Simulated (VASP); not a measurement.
## TiO2: single point with PBE+U

The system is TiO2.

```
CELL_PARAMETERS angstrom
-1.83065 1.83065 5.31548
1.83065 -1.83065 5.31548
1.83065 1.83065 -5.31548
ATOMIC_POSITIONS crystal
Ti 0.00000 0.00000 0.00000
Ti 0.75000 0.25000 0.50000
O 0.21545 0.21545 0.00000
O 0.96545 0.46545 0.50000
O 0.53455 0.03455 0.50000
O 0.78455 0.78455 0.00000
```

This cell differs from its parent crystal: c/a of the conventional cell at fixed volume 2.9036.

```yaml
Program: VASP 6.6.1
Task: single point
Functional: PBE
Potentials_or_basis: VASP PAW PBE potentials, release 64 (Ti_sv, O)
Cutoff: 520 eV
k_mesh: 8 × 8 × 8
Occupations: gaussian, width 0.05 eV
Spin: no spin polarisation
Hubbard_terms: Ti d U = 4.0 eV
Dipole_correction: no
Further_INCAR_settings: ALGO = Normal; EDIFF = 1e-06; NBANDS = 33
```

The pressure is 10.5 GPa, the largest force is 1.850 eV/Å and the band gap on the k mesh is 2.46 eV, indirect (least direct gap 2.96 eV).

Forces on the atoms (eV/Å):
```
Ti   0.000  0.000  0.000
Ti   0.000  0.000  0.000
O    0.000  0.000 -1.850
O    0.000  0.000 -1.850
O    0.000  0.000  1.850
O    0.000  0.000  1.850
```

Stress tensor (GPa, compression positive):
```
 22.66   0.00   0.00
  0.00  22.66   0.00
  0.00   0.00 -13.76
```

Levels at points of the mesh, in eV from the valence-band top:
```
           k point  band 20  band 21  band 22  band 23  band 24  band 25  band 26  band 27  band 28  band 29
(0.00, 0.00, 0.00)    -1.38    -1.34    -1.34    -0.79    -0.79     2.46     2.86     3.90     3.90     3.96
(0.50, 0.00, 0.00)    -2.20    -1.93    -1.66    -1.29    -1.14     3.50     3.55     3.57     3.71     4.49
(0.50, 0.50, 0.00)    -2.84    -2.68    -2.68     0.00     0.00     3.32     3.32     3.93     3.93     4.97
(0.50, 0.50, 0.50)    -1.80    -1.66    -1.66    -0.59    -0.59     2.65     2.65     3.91     3.91     3.95
```

Eigenvalues of the final occupation matrices:
```csv
site,spin,trace,eigenvalues
site 1 d,1,0.83,0.11 0.11 0.14 0.18 0.30
site 1 d,2,0.83,0.11 0.11 0.14 0.18 0.30
site 2 d,1,0.83,0.11 0.11 0.14 0.18 0.30
site 2 d,2,0.83,0.11 0.11 0.14 0.18 0.30
```

Wall time 6.9 min on 1 thread of Intel Xeon 6975P-C, with other jobs on the host, peak memory 0.38 GiB.

Caveat: forces of over 1 eV/Å act on the atoms, so gaps and moduli don't describe the material at rest. A k mesh can miss the band edges.
